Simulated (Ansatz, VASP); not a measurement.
## InSb: VASP beside Ansatz

File POSCAR:

```
InSb
1.0
    0.0000000000      3.5481115792      2.3062725265
    3.5481115792      0.0000000000      2.3062725265
    3.5481115792      3.5481115792      0.0000000000
In Sb
1 1
Direct
    0.0000000000      0.0000000000      0.0000000000
    0.5000000000      0.5000000000      0.5000000000
```

Contents of INCAR.step1:

```
SYSTEM = InSb
PREC = Accurate ; ENCUT = 520
ISMEAR = 0 ; SIGMA = 0.15
LREAL = .False. ; LASPH = .True.
NELM = 80 ; NBANDS = 16
GGA = PE ; ALGO = Normal
EDIFF = 1E-4 ; LWAVE = .True.
LCHARG = .False.
```

Contents of INCAR.step2:

```
SYSTEM = InSb
PREC = Accurate ; ENCUT = 520
EDIFF = 1E-6 ; ISMEAR = 0
SIGMA = 0.15 ; LREAL = .False.
LASPH = .True. ; NELM = 80
ALGO = Normal ; ISIF = 2
LWAVE = .False. ; LCHARG = .False.
METAGGA = R2SCAN ; LMIXTAU = .True.
NBANDS = 16 ; ISTART = 1
```

File KPOINTS:

```
Automatic mesh
0
Gamma
  6 6 6
  0 0 0
```

Input for Ansatz:

```yaml
crystal:
  lattice:
    - [0.0, 3.5481115792, 2.3062725265]
    - [3.5481115792, 0.0, 2.3062725265]
    - [3.5481115792, 3.5481115792, 0.0]
  atoms:
    - { symbol: In, position: [0.0, 0.0, 0.0] }
    - { symbol: Sb, position: [0.5, 0.5, 0.5] }
basis:
  ecutwfc: 500
kpoints:
  mp_grid: { grid: [6, 6, 6] }
hamiltonian:
  xc: r2scan
scf:
  occupations: { method: gaussian, width: 0.15 }
output:
  forces: true
  stress: true
  eigenvalues: true
```

Alike in both runs: task single point; functional r2SCAN; k mesh 6 × 6 × 6; occupations gaussian, width 0.15 eV; no spin polarisation.

|  | VASP | Ansatz |
| --- | --- | --- |
| version | VASP 6.6.1 | Ansatz 0.2.0 |
| potentials or method | VASP PAW PBE potentials, release 64 (In_d, Sb), cutoff 520 eV | scalar-relativistic, plane waves, PAW |
| valence electrons in the cell | 18 | 28 |

Ansatz gave:

```
gap on the k mesh at the Fermi level (eV)                     : none
pressure (GPa)                                                : 26.5
traceless stress, the component that is largest in VASP (GPa) : 55.61
```

Question: Estimate VASP's values.

Answer: gap on the k mesh at the Fermi level (eV): none; pressure (GPa): 26.2; traceless stress, the component that is largest in VASP (GPa): 55.07.

VASP's potentials were made for PBE, not for r2SCAN. A gap of «none» marks a metal or a gap that the smearing closes. VASP's potentials hold 18 valence electrons a cell and Ansatz's 28, so a difference there can come from the potentials and not from the codes.

Neither program's run includes spin-orbit coupling.
